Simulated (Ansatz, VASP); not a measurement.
One calculation of AsS3, two programs

INCAR

```
SYSTEM = AsS3
PREC = Accurate ; ENCUT = 600
EDIFF = 1E-6 ; ISMEAR = 0
SIGMA = 0.1 ; LREAL = .FALSE.
LASPH = .TRUE. ; NELM = 60
ALGO = Normal ; ISIF = 3
LWAVE = .FALSE. ; LCHARG = .FALSE.
GGA = PE ; IBRION = 2
NSW = 90 ; EDIFFG = -0.04
```

Contents of KPOINTS:

```
regular mesh
0
G
  4 4 4
  0 0 0
```

The input POSCAR:

```
AsS3
1.0
    4.3450338300      0.0000000000      0.0000000000
    0.0000000000      4.3450338300      0.0000000000
    0.0000000000      0.0000000000      4.3450338300
As S
1 3
Direct
    0.0000000000      0.0000000000      0.0000000000
    0.0000000000      0.5000000000      0.5000000000
    0.5000000000      0.0000000000      0.5000000000
    0.5000000000      0.5000000000      0.0000000000
```

Input for Ansatz:

```yaml
crystal:
  lattice:
    - [4.34503383, 0.0, 0.0]
    - [0.0, 4.34503383, 0.0]
    - [0.0, 0.0, 4.34503383]
  atoms:
    - { symbol: As, position: [0.0, 0.0, 0.0] }
    - { symbol: S, position: [0.0, 0.5, 0.5] }
    - { symbol: S, position: [0.5, 0.0, 0.5] }
    - { symbol: S, position: [0.5, 0.5, 0.0] }
basis:
  ecutwfc: 420
kpoints:
  mp_grid: { grid: [4, 4, 4] }
hamiltonian:
  xc: pbe
scf:
  occupations: { method: gaussian, width: 0.1 }
  lower_state_search: "off"
output:
  forces: true
  stress: true
  eigenvalues: true
relax:
  adjacent_minimum: "off"
  f_tol: 0.04
  max_steps: 70
  cell: { stress_tol: 0.4 }
```

Alike in both runs: task relaxation of cell and atoms; functional PBE; k mesh 4 × 4 × 4; occupations gaussian, width 0.1 eV; no spin polarisation.

|  | VASP | Ansatz |
| --- | --- | --- |
| version | VASP 6.6.1 | Ansatz 0.2.0 |
| potentials or method | VASP PAW PBE potentials, release 64 (As, S), cutoff 600 eV | scalar-relativistic, plane waves, PAW |
| valence electrons in the cell | 23 | 33 |

```csv
,VASP,Ansatz,Ansatz less VASP
"gap on the k mesh at the Fermi level, each at its own relaxed structure (eV)",none,none,-
relaxed volume (Å³/atom),17.06,17.10,+0.042
relaxed cell length with the largest relative difference (Å),4.086,4.090,+0.0034
```

A gap of «none» marks a metal or a gap that the smearing closes. VASP's potentials hold 23 valence electrons a cell and Ansatz's 33, so a difference there can come from the potentials and not from the codes.

The k mesh is coarse, so the values compare programs but aren't converged. Noted on VASP's run: the volume moved by over 15 % at a fixed basis, so the end points are rough.
